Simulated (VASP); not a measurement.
Wanted: the native input for a VASP 6.6.1 run.

```
Task                   : single point
Functional             : LDA
Potentials or basis    : VASP PAW LDA potentials, release 64 (Sn_d, O)
Cutoff                 : 520 eV
k mesh                 : 6 × 6 × 6
Occupations            : gaussian, width 0.05 eV
Spin                   : no spin polarisation
Dipole correction      : no
Further INCAR settings : ALGO = Normal; EDIFF = 1e-06; NBANDS = 64
```

The structure of SnO2 lies in POSCAR:

```
SnO2
1.0
    4.9400228659      0.0000000000      0.0000000000
    0.0000000000      5.9814194143      0.0000000000
    0.0000000000      0.0000000000      5.4654830889
Sn O
4 8
Direct
    0.5000000000      0.6673419135      0.7500000000
    0.0000000000      0.8326580865      0.2500000000
    0.5000000000      0.3326580865      0.2500000000
    0.0000000000      0.1673419135      0.7500000000
    0.7309254637      0.6050162923      0.0776916535
    0.2309254637      0.8949837077      0.9223083465
    0.7690745363      0.8949837077      0.5776916535
    0.2690745363      0.6050162923      0.4223083465
    0.7309254637      0.3949837077      0.5776916535
    0.2309254637      0.1050162923      0.4223083465
    0.7690745363      0.1050162923      0.0776916535
    0.2690745363      0.3949837077      0.9223083465
```

These files were run (other wordings do the same):

INCAR

```
  ALGO = Normal
  EDIFF = 1E-6
  ENCUT = 520
  GGA = CA
  ISIF = 2
  ISMEAR = 0
  LASPH = True
  LCHARG = False
  LREAL = False
  LWAVE = False
  NBANDS = 64
  NELM = 100
  PREC = Accurate
  SIGMA = 0.05
```

KPOINTS

```
k-points
0
Gamma
  6 6 6
```

Potentials or basis: VASP PAW LDA potentials, release 64 (Sn_d, O).

Run with:

```console
$ cat potpaw_LDA.64/Sn_d/POTCAR potpaw_LDA.64/O/POTCAR > POTCAR
$ mpirun -np 1 vasp_std > vasp.out
```

Results of the run:

| Item | Value |
| --- | --- |
| Pressure | -21.8 GPa |
| Largest force | 0.351 eV/Å |
| Band gap on the k mesh | 0.10 eV |

Caveat: the cell stands under tension; spin-orbit coupling is left out, which moves the levels of the heavy elements.

Run time: 18 min on 1 thread of Oxide Virtual Turin-like Processor (shared host), peak memory 0.5 GiB.
